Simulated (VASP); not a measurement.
ZrSi7: single point with PBEsol

ZrSi7:

```
CELL_PARAMETERS angstrom
5.59931 0.00000 0.00000
0.00000 5.59931 0.00000
0.00000 0.00000 5.59931
ATOMIC_POSITIONS crystal
Zr 0.00000 0.00000 0.00000
Si 0.26631 0.26631 0.26631
Si 0.00000 0.50000 0.50000
Si 0.50000 0.50000 0.00000
Si 0.50000 0.00000 0.50000
Si 0.73369 0.26631 0.73369
Si 0.73369 0.73369 0.26631
Si 0.26631 0.73369 0.73369
```

```
Program             : VASP 6.6.1
Task                : single point
Functional          : PBEsol
Potentials or basis : VASP PAW PBE potentials, release 64 (Zr_sv, Si)
Cutoff              : 520 eV
k mesh              : 6 × 6 × 6
Occupations         : fermi-dirac, width 0.15 eV
Spin                : no spin polarisation
```

* Pressure: 0.1 GPa
* Largest force: 0.007 eV/Å
* Band gap on the k mesh: zero (bands 20 and 21 overlap by 0.17 eV)

Forces on the atoms (eV/Å):
```
Zr   0.000  0.000  0.000
Si   0.004  0.004  0.004
Si   0.000  0.000  0.000
Si   0.000  0.000  0.000
Si   0.000  0.000  0.000
Si  -0.004  0.004 -0.004
Si  -0.004 -0.004  0.004
Si   0.004 -0.004 -0.004
```

Levels at points of the mesh, in eV from the Fermi level:
```
           k point  band 18  band 19  band 20  band 21  band 22  band 23
(0.00, 0.00, 0.00)    -0.92    -0.92    -0.92    -0.41    -0.41     0.69
(0.50, 0.00, 0.00)    -1.24    -0.24    -0.24     0.78     0.93     1.30
(0.50, 0.50, 0.00)    -1.58    -0.26    -0.26     1.08     1.24     1.67
(0.50, 0.50, 0.50)    -0.92    -0.92    -0.92     0.77     0.77     1.08
```

It took 75 s on 1 thread of Intel(R) Xeon(R) Platinum 8259CL CPU @ 2.50GHz (Skylake/Cascade Lake), with other jobs on the host, peak memory 0.3 GiB.

Caveat: the PAW data sets were made with another functional, which shifts forces and pressure a little.
